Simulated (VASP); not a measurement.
# Sr2Ru (P-3m1) in VASP: notebook, part 2 of 2

VASP 6.6.1.

### 3 Relaxation of cell and atoms, PBE

This run uses another cell than the first one, of 42.23 Å³/atom.

The input, INCAR:

```
PREC = Accurate
ENCUT = 600
EDIFF = 1E-6
ISMEAR = 0
SIGMA = 0.1
LREAL = F
LASPH = T
NELM = 80
ALGO = Normal
ISIF = 3
LWAVE = F
LCHARG = F
GGA = PE
IBRION = 2
NSW = 90
EDIFFG = -0.04
```

The input, KPOINTS:

```
Automatic mesh
0
Gamma
  6 6 2
```

The input, POSCAR:

```
Sr2Ru
1.0
    4.0971918300      0.0000000000      0.0000000000
   -2.0485959100      3.5482722000      0.0000000000
    0.0000000000      0.0000000000      8.7149565900
Sr Ru
2 1
Direct
    0.3333333300      0.6666666700      0.2977652700
    0.6666666700      0.3333333300      0.7022347300
    0.0000000000      0.0000000000      0.0000000000
```

Potentials or basis: VASP PAW PBE potentials, release 64 (Sr_sv, Ru_pv).

Launch:

```bash
$ cat potpaw_PBE.64/Sr_sv/POTCAR potpaw_PBE.64/Ru_pv/POTCAR > POTCAR
$ mpirun -np 1 vasp_std > vasp.out
```

OUTCAR:

```text
PREC = Accurate
   ENCUT = 600
   EDIFF = 1E-6
   ISMEAR = 0
   LREAL = F
   LASPH = T
   NELM = 80
   ISIF = 3
   GGA = PE
   IBRION = 2
   NSW = 90
   EDIFFG = -0.04

 ion  position               nearest neighbor table
   1  0.333  0.667  0.298-   3 3.51   3 3.51   3 3.51   2 4.25   2 4.25   2 4.25
   2  0.667  0.333  0.702-   3 3.51   3 3.51   3 3.51   1 4.25   1 4.25   1 4.25
   3  0.000  0.000  0.000-   1 3.51   2 3.51   1 3.51   2 3.51   2 3.51   1 3.51

  LATTYP: Found a hexagonal cell.
 ALAT       =     4.0971918300
 C/A-ratio  =     2.1270560305

  Lattice vectors:

 A1 = (   4.0971918300,   0.0000000000,   0.0000000000)
 A2 = (  -2.0485959100,   3.5482722000,   0.0000000000)
 A3 = (   0.0000000000,   0.0000000000,   8.7149565900)

Analysis of symmetry for initial positions (statically):
=====================================================================
 Subroutine PRICEL returns:
 Original cell was already a primitive cell.

 Routine SETGRP: Setting up the symmetry group for a
 hexagonal supercell.

 Subroutine GETGRP returns: Found 12 space group operations
 (whereof 12 operations were pure point group operations)
 out of a pool of 24 trial point group operations.

The static configuration has the point symmetry D_3d.

Analysis of symmetry for dynamics (positions and initial velocities):
=====================================================================
 Subroutine PRICEL returns:
 Original cell was already a primitive cell.

 Routine SETGRP: Setting up the symmetry group for a
 hexagonal supercell.

 Subroutine GETGRP returns: Found 12 space group operations
 (whereof 12 operations were pure point group operations)
 out of a pool of 24 trial point group operations.

The dynamic configuration has the point symmetry D_3d.

 Subroutine INISYM returns: Found 12 space group operations
 (whereof 12 operations are pure point group operations),
 and found     1 'primitive' translations

----------------------------------------------------------------------------------------

                                     Primitive cell

  volume of cell :     126.6976

  direct lattice vectors                    reciprocal lattice vectors
     4.097191830  0.000000000  0.000000000     0.244069607  0.140913653  0.000000000
    -2.048595910  3.548272200  0.000000000     0.000000000  0.281827307  0.000000000
     0.000000000  0.000000000  8.714956590     0.000000000  0.000000000  0.114745265

  length of vectors
     4.097191830  4.097191820  8.714956590     0.281827307  0.281827307  0.114745265

  position of ions in fractional coordinates (direct lattice)
     0.333333330  0.666666670  0.297765270
     0.666666670  0.333333330  0.702234730
     0.000000000  0.000000000  0.000000000

  ion indices of the primitive-cell ions
   primitive index   ion index
                 1           1
                 2           2
                 3           3

----------------------------------------------------------------------------------------

 KPOINTS: Automatic mesh

Automatic generation of k-mesh.
 Grid dimensions read from file:
 generate k-points for:    6    6    2

 Generating k-lattice:

  Cartesian coordinates                     Fractional coordinates (reciprocal lattice)
[... 36 lines left out ...]
   ions per type =               2   1
   NGX,Y,Z   is equivalent  to a cutoff of  14.61, 14.61, 13.35 a.u.
   NGXF,Y,Z  is equivalent  to a cutoff of  29.21, 29.21, 26.71 a.u.
 SYSTEM =  unknown system
   PREC   = accura    normal or accurate (medium, high low for compatibility)
   ISTART =      0    job   : 0-new  1-cont  2-samecut
   ICHARG =      2    charge: 1-file 2-atom 10-const
   ISPIN  =      1    spin polarized calculation?
   LNONCOLLINEAR =      F non collinear calculations
   LSORBIT =      F    spin-orbit coupling
   LASPH  =      T    aspherical Exc in radial PAW
   ENCUT  =  600.0 eV  44.10 Ry    6.64 a.u.   8.18  8.18 17.41*2*pi/ulx,y,z
   NELM   =     80;   NELMIN=  2; NELMDL= -5     # of ELM steps
   EDIFF  = 0.1E-05   stopping-criterion for ELM
   LREAL  =      F    real-space projection
   EDIFFG = -.4E-01   stopping-criterion for IOM
   NSW    =     90    number of steps for IOM
   IBRION =      2    ionic relax: 0-MD 1-quasi-New 2-CG
   NFREE  =      1    steps in history (QN), initial steepest desc. (CG)
   ISIF   =      3    stress and relaxation
   ISYM   =      2    0-nonsym 1-usesym 2-fastsym
   POTIM  = 0.5000    time-step for ionic-motion
   TEBEG  =    0.0;   TEEND  =   0.0 temperature during run
   PSTRESS=    0.0 pullay stress
   NELECT =      34.0000    total number of electrons
   NUPDOWN=      -1.0000    fix difference up-down
   EMIN   =  10.00;   EMAX   =-10.00  energy-range for DOS
   EFERMI =   0.00;   METHOD = LEGACY
   ISMEAR =     0;   SIGMA  =   0.10  broadening in eV -4-tet -1-fermi 0-gaus
   EFERMI_NEDOS =   21; number of points for ismear=-14 and -15
   IALGO  =     38    algorithm
   IMIX   =      4    mixing-type and parameters
     AMIX     =   0.40;   BMIX     =  1.00
     AMIX_MAG =   1.60;   BMIX_MAG =  1.00
  volume/ion in A,a.u.               =      42.23       285.00
  Fermi-wavevector in a.u.,A,eV,Ry     =   1.055954  1.995464 15.171024  1.115039
  Thomas-Fermi vector in A             =   2.191172
   LORBIT       =      0    0 simple, 1 ext, 2 COOP (PROOUT), +10 PAW based schemes
   GGA     = PE    functional components
   LHFCALC =     F    Hartree Fock is set to
   AEXX    =    0.0000 exact exchange contribution
   IVDW    =     0    specifies the selected vdW correction
   LEPSILON=     F    determine dielectric tensor
   LRPA    =     F    only Hartree local field effects (RPA)
 conjugate gradient relaxation of ions
 non-spin polarized calculation
 Gauss-broadening in eV      SIGMA  =   0.10
  energy-cutoff  :      600.00
  volume of cell :      126.70
 maximum number of plane-waves:      4258
 NGX is ok and might be reduce to    36
   NGX = 17   NGY = 17   NGZ = 35

--------------------------------------- Ionic step        1  -------------------------------------------

 number of electron      34.0000000 magnetization

 Free energy of the ion-electron system (eV)
  ---------------------------------------------------
  ext. energy  EPLUGINS =         0.00000000
  ---------------------------------------------------
  free energy    TOTEN  =        -9.36614542 eV

  energy without entropy =       -9.32892014  energy(sigma->0) =       -9.34753278

------------------------ aborting loop because EDIFF is reached ----------------------------------------

  FORCE on cell =-STRESS in cart. coord.  units (eV):
  Direction    XX          YY          ZZ          XY          YZ          ZX
  --------------------------------------------------------------------------------------
  -------------------------------------------------------------------------------------
  Total       -3.2928266     -3.2928266     -5.7719025     -0.0000000      0.0000000      0.0000000
  in kB      -41.6400259    -41.6400257    -72.9896216     -0.0000001      0.0000000      0.0000000
  external PRESSURE =     -52.0898911 kB  Pullay stress =       0.0000000 kB
[... 92 lines left out ...]
  FREE ENERGIE OF THE ION-ELECTRON SYSTEM (eV)
  ---------------------------------------------------
  free  energy   TOTEN  =       -10.3860540691 eV

  energy  without entropy=      -10.3556263107  energy(sigma->0) =      -10.37084019

 E-fermi :   3.4399     XC(G=0):  -9.1623

 val. band max:        3.4305155301   @ k =   0.0000   0.0000   0.0000
 cond. band min:       3.4421640924   @ k =   0.1667   0.0000   0.0000
 fundamental gap:      0.0116485623
 Fermi energy:         3.4399116768

 k-point     1 :       0.0000    0.0000    0.0000
  band No.  band energies     occupation
      1     -37.7913      2.00000
      2     -37.7913      2.00000
      3     -37.6880      2.00000
      4     -31.5652      2.00000
      5     -31.5432      2.00000
      6     -13.7977      2.00000
[... 325 lines left out ...]
     20       4.5470      0.00000
     21       6.1853      0.00000

[... ionic steps 4 to 8 ...]

--------------------------------------- Ionic step        9  -------------------------------------------

 number of electron      34.0000000 magnetization

------------------------ aborting loop because EDIFF is reached ----------------------------------------
[... 69 lines left out ...]
--------------------------------------- Ionic step       11  -------------------------------------------

 number of electron      33.9999999 magnetization

 Free energy of the ion-electron system (eV)
  ---------------------------------------------------
  ext. energy  EPLUGINS =         0.00000000
  ---------------------------------------------------
  free energy    TOTEN  =       -10.69571174 eV

  energy without entropy =      -10.67923825  energy(sigma->0) =      -10.68747500

 E-fermi :   2.8228     XC(G=0):  -8.7245

 val. band max:        2.7805212189   @ k =   0.3333  -0.0000   0.5000
 cond. band min:       2.9273933659   @ k =   0.1667   0.1667   0.0000
 fundamental gap:      0.1468721470
 Fermi energy:         2.8228412290

 k-point     1 :       0.0000    0.0000    0.0000
  band No.  band energies     occupation
      1     -38.3994      2.00000
      2     -38.3994      2.00000
      3     -38.2377      2.00000
      4     -32.2856      2.00000
      5     -32.2744      2.00000
      6     -14.4205      2.00000
[... 355 lines left out ...]
  FREE ENERGIE OF THE ION-ELECTRON SYSTEM (eV)
  ---------------------------------------------------
  free  energy   TOTEN  =       -10.6957117431 eV

  energy  without entropy=      -10.6792382519  energy(sigma->0) =      -10.68747500

 reached required accuracy - stopping structural energy minimisation
```

Wall time 5 min (1 thread of AMD EPYC 9R45 (Zen 5), shared host); peak memory 0.3 GiB.

What came out:

```
Free energy                           : -10.6957 eV
Relaxed volume                        : 34.60 Å³/atom
Relaxed cell                          : a = 3.836 Å, b = 3.836 Å, c = 8.144 Å, α = 90.00°, β = 90.00°, γ = 120.00°
Space group after relaxing (to 0.1 Å) : P-3m1 (No. 164)
Energy gained by relaxing             : 443.2 meV/atom
Ionic steps                           : 11
Pressure after relaxing               : 0.0 GPa
Largest force after relaxing          : 0.024 eV/Å
Band gap on the k mesh                : zero (bands 17 and 18 overlap by 1.59 eV)
```

Forces in eV/Å, atoms in the order of the input:
```
Sr   0.000  0.000 -0.024
Sr   0.000  0.000  0.024
Ru   0.000  0.000  0.000
```

The path:
| step | energy change (eV) | largest force (eV/Å) | pressure (GPa) | volume (Å³) |
| --- | --- | --- | --- | --- |
| 1 | 0.0000 | 1.4680 | -5.21 | 126.70 |
| 2 | -0.8606 | 1.4106 | -2.48 | 103.09 |
| 3 | -1.0199 | 1.0828 | 0.81 | 92.02 |
| 4 | -1.0202 | 1.0309 | 1.25 | 90.91 |
| 5 | -1.1391 | 0.6462 | 1.55 | 91.86 |
| 6 | -1.2393 | 0.0823 | 2.57 | 93.77 |
| 7 | -1.3165 | 0.1702 | -0.34 | 103.38 |
| 8 | -1.3165 | 0.1674 | -0.31 | 103.25 |
| 9 | -1.3236 | 0.1176 | -0.23 | 103.44 |
| 10 | -1.3293 | 0.0042 | 0.00 | 103.86 |
| 11 | -1.3296 | 0.0244 | -0.03 | 103.79 |

Final structure:
```
Sr Ru
1.0
     3.83611    0.00000    0.00000
    -1.91806    3.32217    0.00000
     0.00000    0.00000    8.14392
Sr Ru
2 1
Direct
  0.33333 0.66667 0.24751
  0.66667 0.33333 0.75249
  0.00000 0.00000 0.00000
```

Levels at points of the mesh, in eV from the Fermi level:
```tsv
k point	band 13	band 14	band 15	band 16	band 17	band 18	band 19	band 20	band 21
(0.00, 0.00, 0.00)	-1.72	-1.26	-0.82	-0.82	-0.58	-0.58	-0.26	3.30	3.46
(0.50, 0.00, 0.00)	-1.22	-0.82	-0.56	-0.31	0.26	0.66	1.26	1.27	1.97
(0.00, 0.00, 0.50)	-2.50	-1.64	-0.81	-0.81	-0.58	-0.58	0.89	2.48	3.49
(0.50, 0.00, 0.50)	-1.33	-0.80	-0.57	-0.27	0.26	0.70	1.03	1.51	1.92
```

Caveat: the k points lie up to 0.39 Å⁻¹ apart in the final cell, too coarse for converged energies and pressures of a metal; the volume moved by over 15 % at a fixed basis, so the end points are rough.

### 4 Single point, PBE

This run uses another cell than the first one, of 34.34 Å³/atom.

The input, INCAR:

```
  PREC = Accurate
  ENCUT = 520
  EDIFF = 1E-6
  ISMEAR = 0
  SIGMA = 0.1
  LREAL = F
  LASPH = T
  NELM = 100
  ALGO = Fast
  ISIF = 2
  LWAVE = F
  LCHARG = F
  GGA = PE
  NBANDS = 24
```

The input, KPOINTS:

```
Automatic mesh
0
Gamma
  12 12 6
```

The input, POSCAR:

```
Sr2Ru
1.0
    3.8679733662      0.0000000000      0.0000000000
   -1.9339866831      3.3497631962      0.0000000000
    0.0000000000      0.0000000000      7.9518439060
Sr Ru
2 1
Direct
    0.3333333333      0.6666666667      0.2487399862
    0.6666666667      0.3333333333      0.7512600138
    0.0000000000      0.0000000000      0.0000000000
```

Launch:

```bash
$ cat potpaw_PBE.64/Sr_sv/POTCAR potpaw_PBE.64/Ru_pv/POTCAR > POTCAR
$ mpirun -np 1 vasp_std > vasp.out
```

It took 3.8 min on 1 thread of AMD EPYC 9R45 (Zen 5), shared host; peak memory 0.36 GiB.

Results (log left out):

```yaml
Free_energy: -10.7151 eV
Pressure: 0.2 GPa
Largest_force: 0.043 eV/Å
Band_gap_on_the_k_mesh: zero (bands 17 and 18 overlap by 1.57 eV)
```

Forces in eV/Å, atoms in the order of the input:
```
Sr   0.000  0.000  0.043
Sr   0.000  0.000 -0.043
Ru   0.000  0.000  0.000
```

Levels at points of the mesh, in eV from the Fermi level:
```tsv
k point	band 14	band 15	band 16	band 17	band 18	band 19	band 20	band 21
(0.00, 0.00, 0.00)	-1.27	-0.93	-0.93	-0.72	-0.72	-0.26	3.33	3.33
(0.50, 0.00, 0.00)	-0.87	-0.66	-0.43	0.14	0.50	1.11	1.23	1.91
(0.00, 0.00, 0.50)	-1.72	-0.93	-0.93	-0.72	-0.72	0.91	2.54	3.36
(0.50, 0.00, 0.50)	-0.86	-0.68	-0.40	0.14	0.54	0.93	1.42	1.76
```

### 5 Relaxation of cell and atoms, PBE

The input, INCAR:

```
SYSTEM = Sr2Ru
PREC = Accurate
ENCUT = 600
EDIFF = 1E-6
ISMEAR = 0
SIGMA = 0.1
LREAL = .FALSE.
LASPH = .TRUE.
NELM = 80
ALGO = Fast
ISIF = 3
LWAVE = .FALSE.
LCHARG = .FALSE.
GGA = PE
IBRION = 2
NSW = 100
EDIFFG = -0.01
```

The input, KPOINTS:

```
Automatic mesh
0
G
  12 12 6
  0 0 0
```

The input, POSCAR:

```
Sr2Ru
1.0
    3.8582868149      0.0000000000      0.0000000000
   -1.9291434075      3.3413743968      0.0000000000
    0.0000000000      0.0000000000      8.0978229366
Sr Ru
2 1
Direct
    0.3333333333      0.6666666667      0.2459261670
    0.6666666667      0.3333333333      0.7540738330
    0.0000000000      0.0000000000      0.0000000000
```

Launch:

```bash
$ cat potpaw_PBE.64/Sr_sv/POTCAR potpaw_PBE.64/Ru_pv/POTCAR > POTCAR
$ mpirun -np 1 vasp_std > vasp.out
```

It took 23 min on 1 thread of AMD EPYC 9R45 (Zen 5), shared host; peak memory 0.44 GiB.

It converged, with:

- Free energy: -10.7156 eV
- Relaxed volume: 34.52 Å³/atom
- Relaxed cell: a = 3.879 Å, b = 3.879 Å, c = 7.948 Å, α = 90.00°, β = 90.00°, γ = 120.00°
- Space group after relaxing (to 0.1 Å): P-3m1 (No. 164)
- Energy gained by relaxing: 1.3 meV/atom
- Ionic steps: 11
- Pressure after relaxing: 0.0 GPa
- Band gap on the k mesh: zero (bands 17 and 18 overlap by 1.54 eV)

The path:
```csv
step,energy change (eV),largest force (eV/Å),pressure (GPa),volume (Å³)
1,0.0000,0.0421,-0.01,104.40
2,-0.0014,0.0505,0.01,104.36
3,-0.0029,0.0636,0.08,104.24
4,-0.0033,0.0208,-0.11,104.63
5,-0.0033,0.0225,-0.14,104.61
6,-0.0037,0.0100,-0.11,104.34
7,-0.0039,0.0093,-0.11,103.96
8,-0.0039,0.0165,-0.09,103.83
9,-0.0040,0.0120,0.02,103.37
10,-0.0040,0.0042,0.03,103.49
11,-0.0040,0.0003,-0.02,103.56
```

Final structure:
```cif
data_structure
_symmetry_space_group_name_H-M 'P 1'
_symmetry_Int_Tables_number 1
_cell_length_a 3.8788
_cell_length_b 3.8788
_cell_length_c 7.9481
_cell_angle_alpha 90.000
_cell_angle_beta 90.000
_cell_angle_gamma 120.000
_cell_volume 103.56
loop_
_atom_site_label
_atom_site_type_symbol
_atom_site_fract_x
_atom_site_fract_y
_atom_site_fract_z
_atom_site_occupancy
Sr1 Sr 0.33333 0.66667 0.24943 1
Sr2 Sr 0.66667 0.33333 0.75057 1
Ru1 Ru 0.00000 0.00000 0.00000 1
```

Levels at points of the mesh, in eV from the Fermi level:
| k point | band 14 | band 15 | band 16 | band 17 | band 18 | band 19 | band 20 | band 21 |
| --- | --- | --- | --- | --- | --- | --- | --- | --- |
| (0.00, 0.00, 0.00) | -1.26 | -0.92 | -0.92 | -0.71 | -0.71 | -0.25 | 3.32 | 3.32 |
| (0.50, 0.00, 0.00) | -0.86 | -0.65 | -0.43 | 0.14 | 0.50 | 1.10 | 1.23 | 1.91 |
| (0.00, 0.00, 0.50) | -1.70 | -0.91 | -0.91 | -0.70 | -0.70 | 0.93 | 2.53 | 3.35 |
| (0.50, 0.00, 0.50) | -0.85 | -0.67 | -0.39 | 0.14 | 0.53 | 0.93 | 1.41 | 1.74 |

### 6 Overview

```tsv
task	cell	k mesh	cutoff (eV)	gap on the mesh (eV)	pressure (GPa)	relaxed volume (Å³/atom)	largest force (eV/Å)
single point	a = 3.858, b = 3.858, c = 8.098 Å, angles 90.0, 90.0, 120.0°, 3 atoms, atomic positions A	6 × 6 × 2	520	none	0.0	-	0.03
relaxation of cell and atoms	relaxed from a = 4.097, b = 4.097, c = 8.715 Å, angles 90.0, 90.0, 120.0°, 3 atoms, atomic positions B	6 × 6 × 2	600	none	0.0	34.60	0.02
single point	a = 3.868, b = 3.868, c = 7.952 Å, angles 90.0, 90.0, 120.0°, 3 atoms, atomic positions C	12 × 12 × 6	520	none	0.2	-	0.04
relaxation of cell and atoms	relaxed from a = 3.858, b = 3.858, c = 8.098 Å, angles 90.0, 90.0, 120.0°, 3 atoms, atomic positions A	12 × 12 × 6	600	none	0.0	34.52	-
```

Alike in all rows: level PBE; potentials or basis VASP PAW PBE potentials, release 64 (Sr_sv, Ru_pv); no spin polarisation; smearing gaussian 0.1 eV.

Caveats: some runs use coarse meshes; the volume moved by over 15 % at a fixed basis, so the end points are rough (at least some runs).

Total energies depend on the potentials used, so only differences within one code and one set of settings carry meaning.
